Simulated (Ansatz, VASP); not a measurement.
# One calculation of Mg2TiMnC6N6, two programs

```
Mg Ti Mn C N
1.0
     0.00000    5.13168    5.13168
     5.13168    0.00000    5.13168
     5.13168    5.13168    0.00000
Mg Ti Mn C N
2 1 1 6 6
Cartesian
  2.5658 2.5658 2.5658
  7.6975 7.6975 7.6975
  5.1317 5.1317 5.1317
  0.0000 0.0000 0.0000
  1.8930 5.1317 5.1317
  5.1317 1.8930 5.1317
  5.1317 5.1317 1.8930
  8.3703 5.1317 5.1317
  5.1317 8.3703 5.1317
  5.1317 5.1317 8.3703
  3.0814 5.1317 5.1317
  5.1317 3.0814 5.1317
  5.1317 5.1317 3.0814
  7.1820 5.1317 5.1317
  5.1317 7.1820 5.1317
  5.1317 5.1317 7.1820
```

Alike in both runs: functional PBE; k mesh 4 × 4 × 4; occupations gaussian, width 0.1 eV; collinear spin.

Ansatz relaxed the structure, and its values are those at the end. VASP's run is a single point on that final structure, the one shown.

```csv
,VASP,Ansatz
version,VASP 6.6.1,Ansatz 0.2.0
potentials or method,"VASP PAW PBE potentials, release 64 (Mg, Ti_sv, Mn_pv, C, N), cutoff 520 eV","scalar-relativistic, plane waves, PAW"
valence electrons in the cell,83,101
```

VASP gave:

| Quantity | Value |
| --- | --- |
| gap on the k mesh at the Fermi level (eV) | none |
| pressure (GPa) | 0.4 |
| rms of the force components (eV/Å) | 0.154 |
| net moment per atom (μB) | 0.06 |
| size of the moment on the site where the two differ most (μB) | 0.13 |

**Question.** What did Ansatz give for the same quantities?

**Answer.** gap on the k mesh at the Fermi level (eV): none; pressure (GPa): 0.0; rms of the force components (eV/Å): 0.011; net moment per atom (μB): 0.06; size of the moment on the site where the two differ most (μB): 0.39.

Site moments also hang on the region over which each program counts them. A gap of «none» marks a metal or a gap that the smearing closes. One of these differences is far larger than is usual between the two programs; its cause wasn't traced. VASP's potentials hold 83 valence electrons a cell and Ansatz's 101, so a difference there can come from the potentials and not from the codes.

Noted on VASP's run: the standard files for N, O and F lose accuracy on very short bonds.
